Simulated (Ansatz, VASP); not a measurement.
## BN in VASP and in Ansatz

INCAR

```
PREC = Accurate
ENCUT = 520
EDIFF = 1E-7
ISMEAR = 0
SIGMA = 0.05
LREAL = F
LASPH = T
NELM = 80
ALGO = Normal
ISIF = 2
LWAVE = F
LCHARG = F
GGA = CA
NBANDS = 16
```

The input KPOINTS:

```
Automatic mesh
0
Gamma
  12 12 4
```

Contents of POSCAR:

```
BN
1.0
    2.5039917043      0.0000000000      0.0000000000
   -1.2519958522      2.1685204268      0.0000000000
    0.0000000000      0.0000000000      6.6612000000
B N
2 2
Direct
    0.3333333333      0.6666666667      0.2500000000
    0.6666666667      0.3333333333      0.7500000000
    0.3333333333      0.6666666667      0.7500000000
    0.6666666667      0.3333333333      0.2500000000
```

Input for Ansatz:

```yaml
crystal:
  lattice:
    - [2.5039917043, 0.0, 0.0]
    - [-1.2519958522, 2.1685204268, 0.0]
    - [0.0, 0.0, 6.6612]
  atoms:
    - { symbol: B, position: [0.3333333333, 0.6666666667, 0.25] }
    - { symbol: B, position: [0.6666666667, 0.3333333333, 0.75] }
    - { symbol: "N", position: [0.3333333333, 0.6666666667, 0.75] }
    - { symbol: "N", position: [0.6666666667, 0.3333333333, 0.25] }
basis:
  ecutwfc: 420
kpoints:
  mp_grid: { grid: [12, 12, 4] }
hamiltonian:
  xc: lda
scf:
  occupations: { method: gaussian, width: 0.05 }
output:
  forces: true
  stress: true
  eigenvalues: true
```

Alike in both runs: task single point; functional LDA; k mesh 12 × 12 × 4; occupations gaussian, width 0.05 eV; no spin polarisation.

|  | VASP | Ansatz |
| --- | --- | --- |
| version | VASP 6.6.1 | Ansatz 0.2.0 |
| potentials or method | VASP PAW LDA potentials, release 64 (B, N), cutoff 520 eV | scalar-relativistic, plane waves, PAW |
| valence electrons in the cell | 16 | 16 |

|  | VASP | Ansatz | Ansatz less VASP |
| --- | --- | --- | --- |
| gap on the k mesh at the Fermi level (eV) | 4.08 | 4.10 | +0.016 |
| least direct gap on the mesh (eV) | 4.50 | 4.51 | +0.010 |
| pressure (GPa) | -4.2 | -4.6 | -0.44 |
| traceless stress, the component that is largest in VASP (GPa) | 3.36 | 3.96 | +0.596 |

LDA's correlation is that of Perdew and Zunger in VASP and of Perdew and Wang (1992) in Ansatz.
